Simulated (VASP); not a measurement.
Input of a VASP 6.6.1 run:

The input INCAR:

```
ALGO = Normal ; EDIFF = 1E-7
EDIFFG = -0.005 ; ENCUT = 600
GGA = PE ; IBRION = 2
ISIF = 3 ; ISMEAR = 0
LASPH = True ; LCHARG = False
LREAL = False ; LWAVE = False
NELM = 80 ; NSW = 100
PREC = Accurate ; SIGMA = 0.1
```

Contents of KPOINTS:

```
k-points
0
Gamma
  18 18 18
```

Contents of POSCAR:

```
Al
1.0
    0.0000000000      2.0239800000      2.0239800000
    2.0239800000      0.0000000000      2.0239800000
    2.0239800000      2.0239800000      0.0000000000
Al
1
Direct
    0.0000000000      0.0000000000      0.0000000000
```

Potentials or basis: VASP PAW PBE potentials, release 64 (Al).

Run with:

```bash
$ cat potpaw_PBE.64/Al/POTCAR > POTCAR
$ mpirun -np 1 vasp_std > vasp.out
```

(1) Predict the relaxed cell.

(2) Predict the space group after relaxing (to 0.05 Å).

(3) What does it give for the relaxed volume?

Answers

(1) a = 2.857 Å, b = 2.857 Å, c = 2.857 Å, α = 60.00°, β = 60.00°, γ = 60.00°.

(2) Fm-3m (No. 225).

(3) 16.49 Å³/atom.
